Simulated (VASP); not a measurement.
# WSe2 (base) (P6_3/mmc) in VASP: notebook

WSe2 (base) is run at these levels: PBE+D3(BJ); tasks: single point.

Program: VASP 6.6.1. These are calculated values, not measurements. Logs are shortened: lines on timing, memory, paths and dates and some standing lists are left out, and cuts for length are marked.

**What was measured.**

From “Time-resolved XUV ARPES with tunable 24–33 eV laser pulses at 30 meV resolution”, 2019, pmc:6684652, for a bulk crystal of WSe2: band gap 1.3 eV (indirect).

The results are compared with them further down.

## Step 1: The cell of the first run

Symmetry: P6_3/mmc, No. 194, hexagonal system. The conventional cell has a = 3.290 Å, b = 3.290 Å, c = 12.970 Å, α = 90.00°, β = 90.00°, γ = 120.00°. Within 3.3 Å of W (site symmetry -6m2) lie 6 Se at 2.53 Å and 6 W at 3.29 Å. Se (site symmetry 3m) has 3 W at 2.53 Å and 6 Se at 3.29 Å within 3.3 Å.

## Step 2: Single point, PBE+D3(BJ)

The input, INCAR:

```
ALGO     = Normal         # electronic algorithm
EDIFF    = 1E-6           # SCF threshold, eV
ENCUT    = 520            # plane-wave cutoff, eV
GGA      = PE             # functional
ISIF     = 2              # what is computed and relaxed
ISMEAR   = 0              # smearing method
IVDW     = 12             # dispersion correction
LASPH    = T              # aspherical terms in the spheres
LCHARG   = F              # write CHGCAR
LREAL    = F              # projectors in reciprocal space
LWAVE    = F              # write WAVECAR
NBANDS   = 35             # bands
NELM     = 100            # most SCF steps
PREC     = Accurate       # precision mode
SIGMA    = 0.1            # smearing width, eV
```

The input, KPOINTS:

```
k-points
0
Gamma
  6 6 2
```

The input, POSCAR:

```
WSe2
1.0
    3.2900000000      0.0000000000      0.0000000000
   -1.6450000000      2.8492235785      0.0000000000
    0.0000000000      0.0000000000     12.9700000000
W Se
2 4
Direct
    0.3333333333      0.6666666667      0.2500000000
    0.6666666667      0.3333333333      0.7500000000
    0.3333333333      0.6666666667      0.6210000000
    0.6666666667      0.3333333333      0.1210000000
    0.3333333333      0.6666666667      0.8790000000
    0.6666666667      0.3333333333      0.3790000000
```

Potentials or basis: VASP PAW PBE potentials, release 64 (W_sv, Se).

Command:

```console
> cat potpaw_PBE.64/W_sv/POTCAR potpaw_PBE.64/Se/POTCAR > POTCAR
> mpirun -np 1 vasp_std > vasp.out
```

OUTCAR:

```text
EDIFF = 1E-6
   ENCUT = 520
   GGA = PE
   ISIF = 2
   ISMEAR = 0
   IVDW = 12
   LASPH = T
   LREAL = F
   NELM = 100
   PREC = Accurate
 IVDW          = 12

 ion  position               nearest neighbor table
   1  0.333  0.667  0.250-   4 2.53   6 2.53   4 2.53   6 2.53   4 2.53   6 2.53
   2  0.667  0.333  0.750-   3 2.53   5 2.53   3 2.53   5 2.53   3 2.53   5 2.53
   3  0.333  0.667  0.621-   2 2.53   2 2.53   2 2.53
   4  0.667  0.333  0.121-   1 2.53   1 2.53   1 2.53
   5  0.333  0.667  0.879-   2 2.53   2 2.53   2 2.53
   6  0.667  0.333  0.379-   1 2.53   1 2.53   1 2.53

  LATTYP: Found a hexagonal cell.
 ALAT       =     3.2900000000
 C/A-ratio  =     3.9422492401

  Lattice vectors:

 A1 = (   3.2900000000,   0.0000000000,   0.0000000000)
 A2 = (  -1.6450000000,   2.8492235785,   0.0000000000)
 A3 = (   0.0000000000,   0.0000000000,  12.9700000000)

Analysis of symmetry for initial positions (statically):
=====================================================================
 Subroutine PRICEL returns:
 Original cell was already a primitive cell.

 Routine SETGRP: Setting up the symmetry group for a
 hexagonal supercell.

 Subroutine GETGRP returns: Found 24 space group operations
 (whereof 12 operations were pure point group operations)
 out of a pool of 24 trial point group operations.

The static configuration has the point symmetry D_3d.
 The point group associated with its full space group is D_6h.

Analysis of symmetry for dynamics (positions and initial velocities):
=====================================================================
 Subroutine PRICEL returns:
 Original cell was already a primitive cell.

 Routine SETGRP: Setting up the symmetry group for a
 hexagonal supercell.

 Subroutine GETGRP returns: Found 24 space group operations
 (whereof 12 operations were pure point group operations)
 out of a pool of 24 trial point group operations.

The dynamic configuration has the point symmetry D_3d.
 The point group associated with its full space group is D_6h.

 Subroutine INISYM returns: Found 24 space group operations
 (whereof 12 operations are pure point group operations),
 and found     1 'primitive' translations

[... 90 lines left out ...]
   NELM   =    100;   NELMIN=  2; NELMDL= -5     # of ELM steps
   EDIFF  = 0.1E-05   stopping-criterion for ELM
   LREAL  =      F    real-space projection
   EDIFFG = 0.1E-04   stopping-criterion for IOM
   NSW    =      0    number of steps for IOM
   IBRION =     -1    ionic relax: 0-MD 1-quasi-New 2-CG
   NFREE  =      0    steps in history (QN), initial steepest desc. (CG)
   ISIF   =      2    stress and relaxation
   ISYM   =      2    0-nonsym 1-usesym 2-fastsym
   POTIM  = 0.5000    time-step for ionic-motion
   TEBEG  =    0.0;   TEEND  =   0.0 temperature during run
   PSTRESS=    0.0 pullay stress
   NELECT =      52.0000    total number of electrons
   NUPDOWN=      -1.0000    fix difference up-down
   EMIN   =  10.00;   EMAX   =-10.00  energy-range for DOS
   EFERMI =   0.00;   METHOD = LEGACY
   ISMEAR =     0;   SIGMA  =   0.10  broadening in eV -4-tet -1-fermi 0-gaus
   EFERMI_NEDOS =   21; number of points for ismear=-14 and -15
   IALGO  =     38    algorithm
   IMIX   =      4    mixing-type and parameters
     AMIX     =   0.40;   BMIX     =  1.00
     AMIX_MAG =   1.60;   BMIX_MAG =  1.00
  volume/ion in A,a.u.               =      20.26       136.74
  Fermi-wavevector in a.u.,A,eV,Ry     =   1.233451  2.330884 20.699914  1.521401
  Thomas-Fermi vector in A             =   2.368180
   LORBIT       =      0    0 simple, 1 ext, 2 COOP (PROOUT), +10 PAW based schemes
   GGA     = PE    functional components
   LHFCALC =     F    Hartree Fock is set to
   AEXX    =    0.0000 exact exchange contribution
   IVDW    =    12    specifies the selected vdW correction
   LEPSILON=     F    determine dielectric tensor
   LRPA    =     F    only Hartree local field effects (RPA)
 non-spin polarized calculation
 Gauss-broadening in eV      SIGMA  =   0.10
  energy-cutoff  :      520.00
  volume of cell :      121.58
 maximum number of plane-waves:      3324
   NGX = 13   NGY = 13   NGZ = 49

 number of electron      51.9999991 magnetization

 Free energy of the ion-electron system (eV)
  ---------------------------------------------------
  ext. energy  EPLUGINS =         0.00000000
  ---------------------------------------------------
  free energy    TOTEN  =       -43.12567178 eV

  energy without entropy =      -43.12567178  energy(sigma->0) =      -43.12567178

 E-fermi :   6.7037     XC(G=0): -10.7551

 val. band max:        6.2725437842   @ k =   0.0000   0.0000   0.0000
 cond. band min:       7.2436472165   @ k =   0.1667   0.1667   0.0000
 fundamental gap:      0.9711034322
 Fermi energy:         6.7036931899

 k-point     1 :       0.0000    0.0000    0.0000
  band No.  band energies     occupation
      1     -68.0592      2.00000
      2     -68.0592      2.00000
      3     -32.3082      2.00000
      4     -32.3082      2.00000
      5     -32.1791      2.00000
      6     -32.1791      2.00000
[... 521 lines left out ...]
     34      10.6418      0.00000
     35      12.4290      0.00000

------------------------ aborting loop because EDIFF is reached ----------------------------------------

 Edisp (eV)   -2.79099

 E8    (eV) :    -1.2448

  FORCE on cell =-STRESS in cart. coord.  units (eV):
  Direction    XX          YY          ZZ          XY          YZ          ZX
  --------------------------------------------------------------------------------------
  -------------------------------------------------------------------------------------
  Total      -0.07732    -0.07732     0.68818    -0.00000     0.00000    -0.00000
  in kB      -1.01888    -1.01888     9.06876    -0.00000     0.00000    -0.00000
  external pressure =        2.34 kB  Pullay stress =        0.00 kB

 VOLUME and BASIS-vectors are now :
 -----------------------------------------------------------------------------
  energy-cutoff  :      520.00
  volume of cell :      121.58
      direct lattice vectors                 reciprocal lattice vectors
     3.290000000  0.000000000  0.000000000     0.303951368  0.175486404  0.000000000
    -1.645000000  2.849223579  0.000000000     0.000000000  0.350972808  0.000000000
     0.000000000  0.000000000 12.970000000     0.000000000  0.000000000  0.077101002

 POSITION                                       TOTAL-FORCE (eV/Angst)
 -----------------------------------------------------------------------------------
     -0.00000      1.89948      3.24250         0.000000     -0.000000      0.000000
      1.64500      0.94974      9.72750        -0.000000      0.000000      0.000000
     -0.00000      1.89948      8.05437        -0.000000      0.000000     -0.225318
      1.64500      0.94974      1.56937        -0.000000     -0.000000     -0.225318
     -0.00000      1.89948     11.40063        -0.000000      0.000000      0.225318
      1.64500      0.94974      4.91563        -0.000000     -0.000000      0.225318
 -----------------------------------------------------------------------------------
    total drift:                               -0.000000      0.000000     -0.000000

  FREE ENERGIE OF THE ION-ELECTRON SYSTEM (eV)
  ---------------------------------------------------
  free  energy   TOTEN  =       -45.9166638142 eV

  energy  without entropy=      -45.9166638142  energy(sigma->0) =      -45.91666381
```

OSZICAR:

```text
N       E                     dE             d eps       ncg     rms          rms(c)
DAV:   1     0.496941379238E+03    0.49694E+03   -0.27952E+04  1092   0.145E+03
DAV:   2    -0.146769199225E+02   -0.51162E+03   -0.49328E+03  1163   0.388E+02
DAV:   3    -0.443993134988E+02   -0.29722E+02   -0.29234E+02  1189   0.878E+01
DAV:   4    -0.450217258508E+02   -0.62241E+00   -0.61978E+00  1189   0.131E+01
DAV:   5    -0.450296617438E+02   -0.79359E-02   -0.79326E-02  1190   0.160E+00    0.298E+01
DAV:   6    -0.435160548393E+02    0.15136E+01   -0.58344E+00  1093   0.160E+01    0.106E+01
DAV:   7    -0.433000001887E+02    0.21605E+00   -0.28367E+00  1032   0.800E+00    0.563E+00
DAV:   8    -0.431246093001E+02    0.17539E+00   -0.38859E-01  1102   0.424E+00    0.126E+00
DAV:   9    -0.431271744702E+02   -0.25652E-02   -0.53138E-02  1174   0.114E+00    0.900E-01
DAV:  10    -0.431257010967E+02    0.14734E-02   -0.12386E-02  1071   0.746E-01    0.138E-01
DAV:  11    -0.431257053872E+02   -0.42905E-05   -0.16657E-03  1086   0.258E-01    0.182E-01
DAV:  12    -0.431256653644E+02    0.40023E-04   -0.61149E-05  1132   0.506E-02    0.107E-01
DAV:  13    -0.431256710042E+02   -0.56397E-05   -0.60462E-05  1090   0.452E-02    0.119E-02
DAV:  14    -0.431256717827E+02   -0.77852E-06   -0.52610E-06  1081   0.117E-02
   1 F= -.45916664E+02 E0= -.45916664E+02  d E =-.662320E-11
```

Run time: 72 s. Hardware: 1 thread of AMD EPYC 7R13 (Zen 3), shared host; peak memory 0.22 GiB.

Results:

```yaml
Free_energy: -45.9167 eV
Pressure: 0.2 GPa
Largest_force: 0.225 eV/Å
Band_gap_on_the_k_mesh: 0.97 eV, indirect (least direct gap 1.52 eV)
Dispersion_energy_per_atom: -0.465 eV
```

Forces in eV/Å, atoms in the order of the input:
```
W    0.000  0.000  0.000
W    0.000  0.000  0.000
Se   0.000  0.000 -0.225
Se   0.000  0.000 -0.225
Se   0.000  0.000  0.225
Se   0.000  0.000  0.225
```

Caveat: spin-orbit coupling is left out, which moves the levels of the heavy elements.

## Step 3: Single point, PBE+D3(BJ)

This run uses another cell than the first one, of 19.85 Å³/atom, 0.979 times its volume.

The input, INCAR:

```
SYSTEM = WSe2
ALGO = Normal
EDIFF = 1E-6
ENCUT = 520
GGA = PE
ISIF = 2
ISMEAR = 0
IVDW = 12
LASPH = .True.
LCHARG = .False.
LREAL = .False.
LWAVE = .False.
NBANDS = 35
NELM = 80
PREC = Accurate
SIGMA = 0.02
```

The input, KPOINTS:

```
k-points
0
Gamma
  9 9 2
  0 0 0
```

The input, POSCAR:

```
WSe2
1.0
    3.2790157712      0.0000000000      0.0000000000
   -1.6395078856      2.8397109573      0.0000000000
    0.0000000000      0.0000000000     12.7885060013
W Se
2 4
Direct
    0.3333333333      0.6666666667      0.2500000000
    0.6666666667      0.3333333333      0.7500000000
    0.3333333333      0.6666666667      0.6182884636
    0.6666666667      0.3333333333      0.1182884636
    0.3333333333      0.6666666667      0.8817115364
    0.6666666667      0.3333333333      0.3817115364
```

Potentials or basis: VASP PAW PBE potentials, release 64 (W_sv, Se).

Command:

```console
> cat potpaw_PBE.64/W_sv/POTCAR potpaw_PBE.64/Se/POTCAR > POTCAR
> mpirun -np 1 vasp_std > vasp.out
```

Run time: 1.9 min. Hardware: 1 thread of AMD EPYC 7R13 (Zen 3), shared host; peak memory 0.25 GiB.

Results (log left out):

| Property | Result |
| --- | --- |
| Free energy | -45.9304 eV |
| Pressure | 0.3 GPa |
| Largest force | 0.047 eV/Å |
| Band gap on the k mesh | 0.99 eV, indirect (least direct gap 1.56 eV) |
| Dispersion energy per atom | -0.475 eV |

Forces on the atoms (eV/Å):
```
W    0.000  0.000  0.000
W    0.000  0.000  0.000
Se   0.000  0.000 -0.047
Se   0.000  0.000 -0.047
Se   0.000  0.000  0.047
Se   0.000  0.000  0.047
```

Stress tensor (GPa, compression positive):
```
0.28 0.00 0.00
0.00 0.28 0.00
0.00 0.00 0.39
```

Levels at points of the mesh, in eV from the valence-band top:
```
           k point  band 23  band 24  band 25  band 26  band 27  band 28  band 29  band 30
(0.00, 0.00, 0.00)    -1.46    -1.20    -0.96     0.00     2.63     2.63     2.68     2.68
(0.00, 0.00, 0.50)    -1.50    -1.50    -0.20    -0.20     2.63     2.63     2.63     2.63
```

Caveat: spin-orbit coupling is left out, which moves the levels of the heavy elements.

## Step 4: Comparison with measurements

Step 2. Against the measured gap of WSe2, 1.3 eV (indirect; “Time-resolved XUV ARPES with tunable 24–33 eV laser pulses at 30 meV resolution”, 2019, pmc:6684652), the calculated 0.97 eV is off by -0.33 eV. Spin-orbit coupling on Se, W is left out. The value is that of PBE+D3(BJ) on a finite k mesh, which can miss the band edges, without temperature or zero-point motion. Semilocal functionals fall short of measured gaps as a rule.

Step 3. Measured gap of WSe2: 1.3 eV (indirect; “Time-resolved XUV ARPES with tunable 24–33 eV laser pulses at 30 meV resolution”, 2019, pmc:6684652). This calculation gives 0.99 eV (-0.31 eV). Spin-orbit coupling on Se, W is left out. The value is that of PBE+D3(BJ) on a finite k mesh, which can miss the band edges, without temperature or zero-point motion. Semilocal functionals fall short of measured gaps as a rule.
